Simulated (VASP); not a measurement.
# Ga: single point with PBE

The system is Ga.

```xyz
1
Lattice="0.0000 2.3279 2.3279 2.3279 0.0000 2.3279 2.3279 2.3279 0.0000" Properties=species:S:1:pos:R:3 pbc="T T T"
Ga    0.0000    0.0000    0.0000
```

This cell differs from its parent crystal: Tl replaced by Ga, lengths x 0.905, strained.

```json
{"Program": "VASP 6.6.1", "Task": "single point", "Functional": "PBE", "Potentials or basis": "VASP PAW PBE potentials, release 64 (Ga_d)", "Cutoff": "520 eV", "k mesh": "16 × 16 × 16", "Occupations": "gaussian, width 0.1 eV", "Spin": "no spin polarisation", "Dipole correction": "no", "Further INCAR settings": "ALGO = Normal; EDIFF = 1e-07; NBANDS = 12"}
```

```json
{"Pressure": "-7.0 GPa"}
```

Levels at points of the mesh, in eV from the Fermi level:
```tsv
k point	band 4	band 5	band 6	band 7	band 8	band 9
(0.00, 0.00, 0.00)	-14.71	-14.71	-9.10	9.33	9.33	9.33
(0.50, 0.00, 0.00)	-14.66	-14.66	-4.76	-2.72	7.63	7.63
(0.50, 0.50, 0.00)	-14.65	-14.65	-2.91	-1.65	4.10	4.10
```

Wall time 9.4 s on 1 thread of Intel(R) Xeon(R) 6975P-C (Granite Rapids), on a shared host, peak memory 0.17 GiB.

Caveat: the cell differs from its parent crystal (Tl replaced by Ga, lengths x 0.905, strained).
